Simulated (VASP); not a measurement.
**Ga: single point with r2SCAN**

The system is Ga.

```
Ga
1.0
     1.45000   -4.06500    0.00000
     1.45000    4.06500    0.00000
     0.00000    0.00000    3.17000
Ga
2
Direct
  0.13300 0.86700 0.75000
  0.86700 0.13300 0.25000
```

| Quantity | Value |
| --- | --- |
| Program | VASP 6.6.1 |
| Task | single point |
| Functional | r2SCAN |
| Potentials or basis | VASP PAW PBE potentials, release 64 (Ga_d) |
| Cutoff | 520 eV |
| k mesh | 10 × 10 × 8 |
| Occupations | fermi-dirac, width 0.05 eV |
| Spin | no spin polarisation |
| Dipole correction | no |
| Further INCAR settings | ALGO = Normal; EDIFF = 1e-06; NBANDS = 20 |

```
Pressure               : -1.7 GPa
Largest force          : 0.249 eV/Å
Band gap on the k mesh : zero (band 13 reaches 10.92 eV, above the bottom of band 14 at 1.09 eV)
```

Forces on the atoms (eV/Å):
```
Ga   0.000 -0.249  0.000
Ga   0.000  0.249  0.000
```

Stress tensor (GPa, compression positive):
```
-3.21  0.00  0.00
 0.00 -1.89  0.00
 0.00  0.00  0.10
```

Levels at points of the mesh, in eV from the Fermi level:
| k point | band 10 | band 11 | band 12 | band 13 | band 14 | band 15 | band 16 | band 17 |
| --- | --- | --- | --- | --- | --- | --- | --- | --- |
| (0.00, 0.00, 0.00) | -15.21 | -11.83 | -2.50 | -1.51 | 3.01 | 6.99 | 8.26 | 9.20 |
| (0.50, 0.00, 0.00) | -15.27 | -7.05 | -5.69 | -1.96 | -0.29 | 6.84 | 7.06 | 9.45 |
| (0.50, 0.50, 0.00) | -15.28 | -9.72 | -8.99 | 5.36 | 6.09 | 6.16 | 7.52 | 7.59 |
| (0.00, 0.00, 0.50) | -15.29 | -7.78 | -7.78 | 1.87 | 1.87 | 2.74 | 2.74 | 10.92 |
| (0.50, 0.00, 0.50) | -15.26 | -3.20 | -3.20 | -1.68 | -1.68 | 1.91 | 1.91 | 4.57 |
| (0.50, 0.50, 0.50) | -15.34 | -5.85 | -5.85 | -4.46 | -4.46 | 10.10 | 10.10 | 12.10 |

It took 110 s on 1 thread of Intel(R) Xeon(R) 6975P-C (Granite Rapids), with other jobs on the host, peak memory 0.23 GiB.

Caveat: the PAW data sets were made with another functional, which shifts forces and pressure a little.
